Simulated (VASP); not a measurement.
# Pt in VASP: single point with PBE

Aim: the single point of Pt with PBE.

Program: VASP 6.6.1. These are calculated values, not measurements. Logs are shortened: lines on timing, memory, paths and dates and some standing lists are left out, and cuts for length are marked.

**1. The cell of the first run**

The cell holds a slab with vacuum, 3 atoms: a = 2.807 Å, b = 2.807 Å, c = 18.584 Å, α = 90.00°, β = 90.00°, γ = 120.00°.

**2. Single point, PBE**

INCAR

```
SYSTEM = Pt
PREC = Accurate ; ENCUT = 520
EDIFF = 1E-7 ; ISMEAR = 0
SIGMA = 0.1 ; LREAL = .FALSE.
LASPH = .TRUE. ; NELM = 80
ALGO = Normal ; ISIF = 2
LWAVE = .FALSE. ; LCHARG = .FALSE.
LDIPOL = .TRUE. ; IDIPOL = 3
DIPOL = 0.5 0.5 0.501 ; GGA = PE
NBANDS = 22
```

KPOINTS

```
regular mesh
0
G
  12 12 1
  0 0 0
```

POSCAR

```
Pt
1.0
    2.8072917802      0.0000000000      0.0000000000
   -1.4036458901      2.4311859975      0.0000000000
    0.0000000000      0.0000000000     18.5842882805
Pt
3
Direct
    0.6666666667      0.3333333333      0.3766622587
    0.3333333333      0.6666666667      0.5009585371
    0.0000000000      0.0000000000      0.6252452190
```

Potentials or basis: VASP PAW PBE potentials, release 64 (Pt).

Launch:

```bash
$ cat potpaw_PBE.64/Pt/POTCAR > POTCAR
$ mpirun -np 1 vasp_std > vasp.out
```

OUTCAR:

```text
SYSTEM = Pt
   PREC = Accurate
   ENCUT = 520
   EDIFF = 1E-7
   ISMEAR = 0
   LREAL = .FALSE.
   LASPH = .TRUE.
   NELM = 80
   ISIF = 2
   GGA = PE

 ion  position               nearest neighbor table
   1  0.667  0.333  0.377-   2 2.82   2 2.82   2 2.82
   2  0.333  0.667  0.501-   3 2.82   3 2.82   3 2.82   1 2.82   1 2.82   1 2.82
   3  0.000  0.000  0.625-   2 2.82   2 2.82   2 2.82

  LATTYP: Found a hexagonal cell.
 ALAT       =     2.8072917802
 C/A-ratio  =     6.6200059472

  Lattice vectors:

 A1 = (   2.8072917802,   0.0000000000,   0.0000000000)
 A2 = (  -1.4036458901,   2.4311859975,   0.0000000000)
 A3 = (   0.0000000000,   0.0000000000,  18.5842882805)

Analysis of symmetry for initial positions (statically):
=====================================================================
 Subroutine PRICEL returns:
 Original cell was already a primitive cell.

 Routine SETGRP: Setting up the symmetry group for a
 hexagonal supercell.

 Subroutine GETGRP returns: Found 12 space group operations
 (whereof  6 operations were pure point group operations)
 out of a pool of 24 trial point group operations.

The static configuration has the point symmetry C_3v.
 The point group associated with its full space group is D_3d.

Analysis of symmetry for dynamics (positions and initial velocities):
=====================================================================
 Subroutine PRICEL returns:
 Original cell was already a primitive cell.

 Routine SETGRP: Setting up the symmetry group for a
 hexagonal supercell.

 Subroutine GETGRP returns: Found 12 space group operations
 (whereof  6 operations were pure point group operations)
 out of a pool of 24 trial point group operations.

The dynamic configuration has the point symmetry C_3v.
 The point group associated with its full space group is D_3d.

 Subroutine INISYM returns: Found 12 space group operations
 (whereof  6 operations are pure point group operations),
 and found     1 'primitive' translations

----------------------------------------------------------------------------------------

                                     Primitive cell

  volume of cell :     126.8387

  direct lattice vectors                    reciprocal lattice vectors
     2.807291780  0.000000000  0.000000000     0.356215199  0.205660941  0.000000000
    -1.403645890  2.431185998  0.000000000     0.000000000  0.411321882  0.000000000
     0.000000000  0.000000000 18.584288281     0.000000000  0.000000000  0.053808894

  length of vectors
     2.807291780  2.807291780 18.584288281     0.411321882  0.411321882  0.053808894

  position of ions in fractional coordinates (direct lattice)
     0.666666667  0.333333333  0.376662259
     0.333333333  0.666666667  0.500958537
     0.000000000  0.000000000  0.625245219

  ion indices of the primitive-cell ions
   primitive index   ion index
                 1           1
                 2           2
                 3           3

----------------------------------------------------------------------------------------

 KPOINTS: regular mesh

Automatic generation of k-mesh.
 Grid dimensions read from file:
 generate k-points for:   12   12    1

 Generating k-lattice:

  Cartesian coordinates                     Fractional coordinates (reciprocal lattice)
     0.029684600  0.017138412  0.000000000     0.083333333  0.000000000  0.000000000
     0.000000000  0.034276824  0.000000000     0.000000000  0.083333333  0.000000000
     0.000000000  0.000000000  0.053808894     0.000000000  0.000000000  1.000000000

  Length of vectors
     0.034276824  0.034276824  0.053808894

  Shift w.r.t. Gamma in fractional coordinates (k-lattice)
     0.000000000  0.000000000  0.000000000

 Subroutine IBZKPT returns following result:
 ===========================================

 Found     19 irreducible k-points:

 Following reciprocal coordinates:
            Coordinates               Weight
  0.000000  0.000000  0.000000      1.000000
  0.083333  0.000000  0.000000      6.000000
  0.166667  0.000000  0.000000      6.000000
  0.250000  0.000000  0.000000      6.000000
  0.333333  0.000000  0.000000      6.000000
  0.416667  0.000000  0.000000      6.000000
[... 11 lines left out ...]
  0.333333  0.250000  0.000000     12.000000
  0.333333  0.333333  0.000000      2.000000
   k-points           NKPTS =     19   k-points in BZ     NKDIM =     19   number of bands    NBANDS=     22
   number of dos      NEDOS =    301   number of ions     NIONS =      3
   total plane-waves  NPLWV =  80640
   dimension x,y,z NGX =    24 NGY =   24 NGZ =  140
   dimension x,y,z NGXF=    48 NGYF=   48 NGZF=  280
   ions per type =               3
   NGX,Y,Z   is equivalent  to a cutoff of  14.21, 14.21, 12.52 a.u.
   NGXF,Y,Z  is equivalent  to a cutoff of  28.43, 28.43, 25.05 a.u.
 SYSTEM =  Pt
   PREC   = accura    normal or accurate (medium, high low for compatibility)
   ISTART =      0    job   : 0-new  1-cont  2-samecut
   ICHARG =      2    charge: 1-file 2-atom 10-const
   ISPIN  =      1    spin polarized calculation?
   LNONCOLLINEAR =      F non collinear calculations
   LSORBIT =      F    spin-orbit coupling
   LASPH  =      T    aspherical Exc in radial PAW
   ENCUT  =  520.0 eV  38.22 Ry    6.18 a.u.   5.22  5.22 34.55*2*pi/ulx,y,z
   NELM   =     80;   NELMIN=  2; NELMDL= -5     # of ELM steps
   EDIFF  = 0.1E-06   stopping-criterion for ELM
   LREAL  =      F    real-space projection
   EDIFFG = 0.1E-05   stopping-criterion for IOM
   NSW    =      0    number of steps for IOM
   IBRION =     -1    ionic relax: 0-MD 1-quasi-New 2-CG
   NFREE  =      0    steps in history (QN), initial steepest desc. (CG)
   ISIF   =      2    stress and relaxation
   ISYM   =      2    0-nonsym 1-usesym 2-fastsym
   POTIM  = 0.5000    time-step for ionic-motion
   TEBEG  =    0.0;   TEEND  =   0.0 temperature during run
   PSTRESS=    0.0 pullay stress
   NELECT =      30.0000    total number of electrons
   NUPDOWN=      -1.0000    fix difference up-down
   EMIN   =  10.00;   EMAX   =-10.00  energy-range for DOS
   EFERMI =   0.00;   METHOD = LEGACY
   ISMEAR =     0;   SIGMA  =   0.10  broadening in eV -4-tet -1-fermi 0-gaus
   EFERMI_NEDOS =   21; number of points for ismear=-14 and -15
   IALGO  =     38    algorithm
   IMIX   =      4    mixing-type and parameters
     AMIX     =   0.40;   BMIX     =  1.00
     AMIX_MAG =   1.60;   BMIX_MAG =  1.00
  volume/ion in A,a.u.               =      42.28       285.32
  Fermi-wavevector in a.u.,A,eV,Ry     =   1.012429  1.913214 13.946149  1.025013
  Thomas-Fermi vector in A             =   2.145538
   LORBIT       =      0    0 simple, 1 ext, 2 COOP (PROOUT), +10 PAW based schemes
   GGA     = PE    functional components
   LHFCALC =     F    Hartree Fock is set to
   AEXX    =    0.0000 exact exchange contribution
   IVDW    =     0    specifies the selected vdW correction
   LEPSILON=     F    determine dielectric tensor
   LRPA    =     F    only Hartree local field effects (RPA)
 non-spin polarized calculation
 Gauss-broadening in eV      SIGMA  =   0.10
  energy-cutoff  :      520.00
  volume of cell :      126.84
 maximum number of plane-waves:      3445
 NGX is ok and might be reduce to    24
   NGX = 11   NGY = 11   NGZ = 69

 dipolmoment           0.000000      0.000000      0.000091 electrons x Angstroem

 number of electron      29.9999998 magnetization

 dipolmoment           0.000000      0.000000     -0.000614 electrons x Angstroem

 Free energy of the ion-electron system (eV)
  ---------------------------------------------------
  ext. energy  EPLUGINS =         0.00000000
  ---------------------------------------------------
  free energy    TOTEN  =       -16.99953062 eV

  energy without entropy =      -16.95832630  energy(sigma->0) =      -16.97892846

 E-fermi :   0.1865     XC(G=0):  -5.8656

 val. band max:        0.1844394563   @ k =   0.4167   0.0000   0.0000
 cond. band min:       0.1881879002   @ k =   0.0000   0.0000   0.0000
 fundamental gap:      0.0037484439
 Fermi energy:         0.1864778140

 k-point     1 :       0.0000    0.0000    0.0000
  band No.  band energies     occupation
      1      -8.6054      2.00000
      2      -6.8835      2.00000
      3      -6.3998      2.00000
      4      -3.2406      2.00000
      5      -3.1236      2.00000
      6      -3.1236      2.00000
[... 14 lines left out ...]
     21       6.2061      0.00000
     22       7.0746      0.00000

 k-point     2 :       0.0833    0.0000    0.0000
  band No.  band energies     occupation
      1      -8.3700      2.00000
      2      -6.6457      2.00000
      3      -6.1746      2.00000
      4      -3.3308      2.00000
      5      -3.2473      2.00000
      6      -3.0835      2.00000
[... 14 lines left out ...]
     21       6.4022      0.00000
     22       7.2098      0.00000

 k-point     3 :       0.1667    0.0000    0.0000
  band No.  band energies     occupation
      1      -7.7152      2.00000
      2      -6.0255      2.00000
      3      -5.5923      2.00000
      4      -3.7589      2.00000
      5      -3.5499      2.00000
      6      -3.2165      2.00000
[... 14 lines left out ...]
     21       6.9876      0.00000
     22       7.6187      0.00000

 k-point     4 :       0.2500    0.0000    0.0000
  band No.  band energies     occupation
      1      -6.8428      2.00000
      2      -5.4779      2.00000
      3      -5.0732      2.00000
      4      -4.2218      2.00000
      5      -3.7503      2.00000
      6      -3.1497      2.00000
[... 14 lines left out ...]
     21       7.9316      0.00000
     22       8.3362      0.00000

 k-point     5 :       0.3333    0.0000    0.0000
  band No.  band energies     occupation
      1      -6.1849      2.00000
      2      -5.4857      2.00000
      3      -5.0953      2.00000
      4      -4.6891      2.00000
      5      -3.5803      2.00000
      6      -3.1713      2.00000
[... 14 lines left out ...]
     21       8.9911      0.00000
     22       9.3568      0.00000

 k-point     6 :       0.4167    0.0000    0.0000
  band No.  band energies     occupation
      1      -5.9994      2.00000
      2      -5.6632      2.00000
      3      -5.2265      2.00000
      4      -5.0266      2.00000
      5      -3.6688      2.00000
      6      -3.2850      2.00000
[... 14 lines left out ...]
     21       8.3102      0.00000
     22       9.4359      0.00000

 k-point     7 :       0.5000    0.0000    0.0000
  band No.  band energies     occupation
      1      -5.9982      2.00000
      2      -5.7392      2.00000
      3      -5.2614      2.00000
      4      -5.1613      2.00000
      5      -3.7087      2.00000
      6      -3.3816      2.00000
[... 199 lines left out ...]
      6      -3.2816      2.00000
[... 14 lines left out ...]
     21       8.7794      0.00000
     22       9.4877      0.00000

 k-point    16 :       0.4167    0.1667    0.0000
  band No.  band energies     occupation
      1      -5.3435      2.00000
      2      -5.2525      2.00000
      3      -4.9282      2.00000
      4      -4.4367      2.00000
      5      -3.7843      2.00000
      6      -3.1431      2.00000
[... 14 lines left out ...]
     21       7.6710      0.00000
     22       9.8029      0.00000

 k-point    17 :       0.2500    0.2500    0.0000
  band No.  band energies     occupation
      1      -5.0279      2.00000
      2      -4.9578      2.00000
      3      -4.4811      2.00000
      4      -4.0826      2.00000
      5      -3.7471      2.00000
      6      -3.5655      2.00000
[... 14 lines left out ...]
     21       8.3722      0.00000
     22       9.6682      0.00000

 k-point    18 :       0.3333    0.2500    0.0000
  band No.  band energies     occupation
      1      -4.9002      2.00000
      2      -4.8256      2.00000
      3      -4.4704      2.00000
      4      -4.1402      2.00000
      5      -3.7104      2.00000
      6      -3.4440      2.00000
[... 14 lines left out ...]
     21       8.0728      0.00000
     22       9.1042      0.00000

 k-point    19 :       0.3333    0.3333    0.0000
  band No.  band energies     occupation
      1      -4.6315      2.00000
      2      -4.5261      2.00000
      3      -4.5216      2.00000
      4      -3.9707      2.00000
      5      -3.9695      2.00000
      6      -3.0551      2.00000
[... 14 lines left out ...]
     21       7.4295      0.00000
     22       9.4933      0.00000

------------------------ aborting loop because EDIFF is reached ----------------------------------------

 vacuum level on the upper side and lower side of the slab       (xc-potential included)        -0.070        -0.054

  FORCE on cell =-STRESS in cart. coord.  units (eV):
  Direction    XX          YY          ZZ          XY          YZ          ZX
  --------------------------------------------------------------------------------------
  -------------------------------------------------------------------------------------
  Total       -4.7953202     -4.7953202     -0.1172938     -0.0000000      0.0000000      0.0000000
  in kB      -60.5726427    -60.5726427     -1.4816098     -0.0000000      0.0000000      0.0000000
  external PRESSURE =     -40.8756317 kB  Pullay stress =       0.0000000 kB

 VOLUME and BASIS-vectors are now :
 -----------------------------------------------------------------------------
  energy-cutoff  :      520.00
  volume of cell :      126.84
      direct lattice vectors                 reciprocal lattice vectors
     2.807291780  0.000000000  0.000000000     0.356215199  0.205660941  0.000000000
    -1.403645890  2.431185998  0.000000000     0.000000000  0.411321882  0.000000000
     0.000000000  0.000000000 18.584288281     0.000000000  0.000000000  0.053808894

 POSITION                                       TOTAL-FORCE (eV/Angst)
 -----------------------------------------------------------------------------------
      1.40365      0.81040      7.00000        -0.000000      0.000000      0.017012
     -0.00000      1.62079      9.30996        -0.000000     -0.000000     -0.000000
      0.00000      0.00000     11.61974         0.000000     -0.000000     -0.017012
 -----------------------------------------------------------------------------------
    total drift:                               -0.000000     -0.000000     -0.089286

  FREE ENERGIE OF THE ION-ELECTRON SYSTEM (eV)
  ---------------------------------------------------
  free  energy   TOTEN  =       -16.9995306172 eV

  energy  without entropy=      -16.9583262984  energy(sigma->0) =      -16.97892846

 vacuum level on the upper side and lower side of the slab         5.920         5.937
```

Wall time 1.7 min (1 thread of AMD EPYC 7R13 (Zen 3), shared host); peak memory 0.24 GiB.

What came out:

- Free energy: -16.9995 eV
- Largest force: 0.017 eV/Å
- Band gap on the k mesh: zero (band 15 reaches 0.78 eV, above the bottom of band 16 at -0.49 eV)

Forces in eV/Å, atoms in the order of the input:
```
Pt   0.000  0.000  0.017
Pt   0.000  0.000  0.000
Pt   0.000  0.000 -0.017
```

Levels at points of the mesh, in eV from the Fermi level:
| k point | band 12 | band 13 | band 14 | band 15 | band 16 | band 17 | band 18 | band 19 |
| --- | --- | --- | --- | --- | --- | --- | --- | --- |
| (0.00, 0.00, 0.00) | -1.31 | -1.31 | -0.63 | -0.63 | -0.62 | 0.00 | 0.00 | 0.94 |
| (0.50, 0.00, 0.00) | -0.09 | 0.20 | 0.54 | 0.59 | 1.26 | 2.86 | 2.89 | 5.84 |

Caveat: spin-orbit coupling is left out, which moves the levels of the heavy elements.
